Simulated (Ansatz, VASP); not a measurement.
# Two plane-wave programs on Si2Ge

The input POSCAR:

```
Si2Ge
1.0
    3.8989921695      0.0000000000      0.0000000000
   -1.9494960847      3.3766262679      0.0000000000
    0.0000000000      0.0000000000      9.5421657084
Si Ge
4 2
Direct
    0.6666666667      0.3333333333      0.5401940173
    0.3333333333      0.6666666667      0.2131019904
    0.3333333333      0.6666666667      0.4598059827
    0.6666666667      0.3333333333      0.7868980096
    0.0000000000      0.0000000000      0.8713401613
    0.0000000000      0.0000000000      0.1286598387
```

Contents of INCAR.step1:

```
SYSTEM = Si2Ge
  ALGO = Normal
  EDIFF = 1E-4
  ENCUT = 520
  GGA = PE
  ISMEAR = 0
  LASPH = .TRUE.
  LCHARG = .FALSE.
  LREAL = .FALSE.
  LWAVE = .TRUE.
  NBANDS = 31
  NELM = 80
  PREC = Accurate
  SIGMA = 0.01
```

Contents of INCAR.step2:

```
SYSTEM = Si2Ge
  ALGO = Normal
  EDIFF = 1E-6
  ENCUT = 520
  ISIF = 2
  ISMEAR = 0
  ISTART = 1
  LASPH = .TRUE.
  LCHARG = .FALSE.
  LMIXTAU = .TRUE.
  LREAL = .FALSE.
  LWAVE = .FALSE.
  METAGGA = R2SCAN
  NBANDS = 31
  NELM = 80
  PREC = Accurate
  SIGMA = 0.01
```

The input KPOINTS:

```
k-points
0
G
  12 12 4
  0 0 0
```

Input for Ansatz:

```yaml
crystal:
  lattice:
    - [3.8989921695, 0.0, 0.0]
    - [-1.9494960847, 3.3766262679, 0.0]
    - [0.0, 0.0, 9.5421657084]
  atoms:
    - { symbol: Si, position: [0.6666666667, 0.3333333333, 0.5401940173] }
    - { symbol: Si, position: [0.3333333333, 0.6666666667, 0.2131019904] }
    - { symbol: Ge, position: [0.0, 0.0, 0.8713401613] }
    - { symbol: Si, position: [0.3333333333, 0.6666666667, 0.4598059827] }
    - { symbol: Ge, position: [0.0, 0.0, 0.1286598387] }
    - { symbol: Si, position: [0.6666666667, 0.3333333333, 0.7868980096] }
kpoints:
  mp_grid: { grid: [12, 12, 4] }
  band_path:
    path:
      - [0.0, 0.0, 0.0]
      - [0.5, 0.0, 0.0]
      - [0.3333333333, 0.3333333333, 0.0]
      - [0.0, 0.0, 0.5]
      - [0.5, 0.0, 0.5]
      - [0.3333333333, 0.3333333333, 0.5]
      - [0.0, 0.411458, 0.182292]
      - [0.0, 0.0, 0.15]
    npoints: 1
hamiltonian:
  xc: r2scan
scf:
  occupations: { method: fixed }
  n_extra_bands: 5
output:
  forces: true
  stress: true
  eigenvalues: true
```

Alike in both runs: task single point; functional r2SCAN; k mesh 12 × 12 × 4; no spin polarisation.

|  | VASP | Ansatz |
| --- | --- | --- |
| version | VASP 6.6.1 | Ansatz 0.2.0 |
| potentials or method | VASP PAW PBE potentials, release 64 (Si, Ge_d) | plane waves, PAW |
| plane-wave cutoff (eV) | 520 | 500 |
| occupations | gaussian, width 0.01 eV | fixed |
| valence electrons in the cell | 44 | 44 |

Ansatz gave:

```
gap on the k mesh at the Fermi level (eV) : 0.78
pressure (GPa)                            : 0.0
rms of the force components (eV/Å)        : 0.001
```

Problem. Estimate VASP's values.

Solution. gap on the k mesh at the Fermi level (eV): 0.78; pressure (GPa): -0.1; rms of the force components (eV/Å): 0.008.

VASP's potentials were made for PBE, not for r2SCAN.
